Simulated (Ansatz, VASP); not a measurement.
# Two plane-wave programs on Sn2TeAs2

File INCAR:

```
SYSTEM = Sn2TeAs2
PREC = Accurate
ENCUT = 520
EDIFF = 1E-6
ISMEAR = 0
SIGMA = 0.1
LREAL = .False.
LASPH = .True.
NELM = 80
ALGO = Normal
ISIF = 2
LWAVE = .False.
LCHARG = .False.
GGA = PE
NBANDS = 30
```

The input KPOINTS:

```
regular mesh
0
Gamma
  6 6 6
  0 0 0
```

Contents of POSCAR:

```
Sn2TeAs2
1.0
   -2.4206724000      2.4206724000      5.7817415000
    2.4206724000     -2.4206724000      5.7817415000
    2.4206724000      2.4206724000     -5.7817415000
Sn Te As
2 1 2
Direct
    0.3849999900      0.3849999900      0.0000000000
    0.6150000100      0.6150000100      0.0000000000
    0.0000000000      0.0000000000      0.0000000000
    0.7500000000      0.2500000000      0.5000000000
    0.2500000000      0.7500000000      0.5000000000
```

Input for Ansatz:

```yaml
crystal:
  lattice:
    - [-2.4206724, 2.4206724, 5.7817415]
    - [2.4206724, -2.4206724, 5.7817415]
    - [2.4206724, 2.4206724, -5.7817415]
  atoms:
    - { symbol: Sn, position: [0.38499999, 0.38499999, 0.0] }
    - { symbol: Sn, position: [0.61500001, 0.61500001, 0.0] }
    - { symbol: Te, position: [0.0, 0.0, 0.0] }
    - { symbol: As, position: [0.75, 0.25, 0.5] }
    - { symbol: As, position: [0.25, 0.75, 0.5] }
basis:
  ecutwfc: 420
kpoints:
  mp_grid: { grid: [6, 6, 6] }
hamiltonian:
  xc: pbe
scf:
  occupations: { method: gaussian, width: 0.1 }
  lower_state_search: "off"
output:
  forces: true
  stress: true
  eigenvalues: true
```

Change from the starting cell: species swapped into the TbSi2Pd2 type (I4/mmm, No. 139).

Alike in both runs: task single point; functional PBE; k mesh 6 × 6 × 6; occupations gaussian, width 0.1 eV; no spin polarisation.

|  | VASP | Ansatz |
| --- | --- | --- |
| version | VASP 6.6.1 | Ansatz 0.2.0 |
| potentials or method | VASP PAW PBE potentials, release 64 (Sn_d, Te, As), cutoff 520 eV | scalar-relativistic, plane waves, PAW |
| valence electrons in the cell | 44 | 74 |

Ansatz gave:

```
gap on the k mesh at the Fermi level (eV)                     : none
pressure (GPa)                                                : -0.3
traceless stress, the component that is largest in VASP (GPa) : 2.32
rms of the force components (eV/Å)                            : 0.792
```

Task: Estimate VASP's values.

Result: gap on the k mesh at the Fermi level (eV): none; pressure (GPa): -0.3; traceless stress, the component that is largest in VASP (GPa): 2.33; rms of the force components (eV/Å): 0.790.

Atom by atom the forces differ by 0.002 eV/Å (rms over components). A gap of «none» marks a metal or a gap that the smearing closes. The functional is the same, so the differences come from potentials, cutoffs and numerics. VASP's potentials hold 44 valence electrons a cell and Ansatz's 74, so a difference there can come from the potentials and not from the codes.

Neither program's run includes spin-orbit coupling.
